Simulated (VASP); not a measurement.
CrO2: single point with PBE

The system is CrO2.

```
CELL_PARAMETERS angstrom
3.58283 0.00000 0.00000
0.00000 3.58283 0.00000
0.00000 0.00000 4.20625
ATOMIC_POSITIONS crystal
Cr 0.00000 0.00000 0.00000
O 0.50000 0.00000 0.00000
O 0.00000 0.50000 0.00000
```

This cell differs from its parent crystal: atoms taken out.

```
Program                : VASP 6.6.1
Task                   : single point
Functional             : PBE
Potentials or basis    : VASP PAW PBE potentials, release 64 (Cr_pv, O)
Cutoff                 : 600 eV
k mesh                 : 4 × 4 × 4
Occupations            : gaussian, width 0.1 eV
Spin                   : collinear spin, ferromagnetic start
Starting moments       : [3.0, 0.0, 0.0] μB
Dipole correction      : no
Further INCAR settings : ALGO = Normal; EDIFF = 1e-06; NBANDS = 23
```

```
Pressure                                              : -2.1 GPa
Net moment                                            : 1.11 μB per cell
Site moments                                          : Cr +1.17; O -0.10 μB
Valence electrons inside the program's atomic spheres : Cr 10.96; O 4.99
```

Stress tensor (GPa, compression positive):
```
-3.15  0.00  0.00
 0.00 -3.15  0.00
 0.00  0.00 -0.03
```

Levels at points of the mesh, in eV from the Fermi level:
Spin up:
```
           k point  band 8  band 9  band 10  band 11  band 12  band 13  band 14  band 15  band 16  band 17
(0.00, 0.00, 0.00)   -3.45   -1.80    -1.78    -1.15    -1.15    -1.13    -0.84    -0.84     1.35     4.24
(0.50, 0.00, 0.00)   -3.93   -3.18    -2.63    -2.45    -1.45    -0.81     1.54     1.65     3.34     5.25
(0.50, 0.50, 0.00)   -5.96   -4.08    -4.08    -1.00    -0.08     1.66     1.66     1.80     5.25     6.71
(0.00, 0.00, 0.50)   -3.87   -1.90    -1.15    -1.15    -1.12    -1.10    -0.90    -0.90     1.36     5.01
(0.50, 0.00, 0.50)   -3.92   -3.16    -2.97    -2.40    -0.89    -0.86     1.54     1.61     3.67     5.25
(0.50, 0.50, 0.50)   -5.92   -4.26    -4.26    -0.39    -0.08     1.63     1.63     1.82     5.25     5.32
```
Spin down:
```csv
k point,band 7,band 8,band 9,band 10,band 11,band 12,band 13,band 14,band 15,band 16
"(0.00, 0.00, 0.00)",-3.96,-3.59,-2.03,-1.32,-1.32,-0.28,-0.04,-0.04,0.12,2.16
"(0.50, 0.00, 0.00)",-4.06,-3.76,-3.23,-2.80,-2.62,-0.01,0.58,2.09,2.15,4.06
"(0.50, 0.50, 0.00)",-6.56,-5.89,-3.98,-3.98,-0.29,1.04,2.16,2.16,2.51,6.84
"(0.00, 0.00, 0.50)",-3.93,-3.93,-2.13,-1.32,-1.32,-0.28,-0.11,-0.11,1.12,2.16
"(0.50, 0.00, 0.50)",-4.29,-3.75,-3.21,-3.10,-2.57,-0.06,1.27,2.09,2.13,4.38
"(0.50, 0.50, 0.50)",-6.56,-5.85,-4.17,-4.17,-0.29,1.73,2.15,2.15,2.53,6.39
```

Wall time 88 s on 1 thread of Oxide Virtual Turin-like Processor (shared host), peak memory 0.18 GiB.

Caveat: the k points lie up to 0.44 Å⁻¹ apart; the cell differs from its parent crystal (atoms taken out); a cell with one magnetic atom can't hold antiferromagnetic order, which such compounds often take; semilocal functionals often make such compounds metallic where correlation or magnetic order opens a gap, which also shifts bond lengths.
